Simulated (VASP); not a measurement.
Wanted: the native input for a VASP 6.6.1 run.

- Task: single point
- Functional: HSE06
- Potentials or basis: VASP PAW PBE potentials, release 64 (Ga_d, As)
- Cutoff: 520 eV
- k mesh: 6 × 6 × 6
- Occupations: gaussian, width 0.01 eV
- Spin: no spin polarisation
- Dipole correction: no
- Grid for exact exchange (PRECFOCK): Normal
- Further INCAR settings: ALGO = Normal; EDIFF = 1e-06; NBANDS = 16
- Share of exact exchange: 0.25
- Screening parameter: 0.2079 1/Å

GaAs:

```
Ga As
1.0
     0.00000    2.83308    2.83308
     2.83308    0.00000    2.83308
     2.83308    2.83308    0.00000
Ga As
1 1
Direct
  0.00000 0.00000 0.00000
  0.25000 0.25000 0.25000
```

One way to write it, as run:

POSCAR

```
GaAs
1.0
    0.0000000000      2.8330831656      2.8330831656
    2.8330831656      0.0000000000      2.8330831656
    2.8330831656      2.8330831656      0.0000000000
Ga As
1 1
Direct
    0.0000000000      0.0000000000      0.0000000000
    0.2500000000      0.2500000000      0.2500000000
```

INCAR.step1

```
ALGO = Normal
EDIFF = 1E-5
ENCUT = 520
GGA = PE
ISIF = 2
ISMEAR = 0
LASPH = True
LCHARG = False
LREAL = False
LWAVE = True
NBANDS = 16
NELM = 80
PREC = Accurate
SIGMA = 0.01
```

INCAR.step2

```
ALGO = Normal
EDIFF = 1E-6
ENCUT = 520
GGA = PE
HFSCREEN = 0.2079
ISIF = 2
ISMEAR = 0
ISTART = 1
LASPH = True
LCHARG = False
LHFCALC = True
LREAL = False
LWAVE = False
NBANDS = 16
NELM = 80
PREC = Accurate
PRECFOCK = Normal
SIGMA = 0.01
```

KPOINTS

```
k-points
0
Gamma
  6 6 6
```

Potentials or basis: VASP PAW PBE potentials, release 64 (Ga_d, As).

The run is started by

```bash
$ cat potpaw_PBE.64/Ga_d/POTCAR potpaw_PBE.64/As/POTCAR > POTCAR
$ cp INCAR.step1 INCAR
$ mpirun -np 1 vasp_std > vasp.out
$ cp INCAR.step2 INCAR
$ mpirun -np 1 vasp_std > vasp.out
```

It gave:

```
Pressure               : 0.5 GPa
Band gap on the k mesh : 1.36 eV
```

Caveat: the PAW data sets were made with another functional, which shifts forces and pressure a little.

Run time: 52 min on 1 thread of Intel(R) Xeon(R) Platinum 8375C CPU @ 2.90GHz (Ice Lake), on a shared host, peak memory 0.29 GiB.
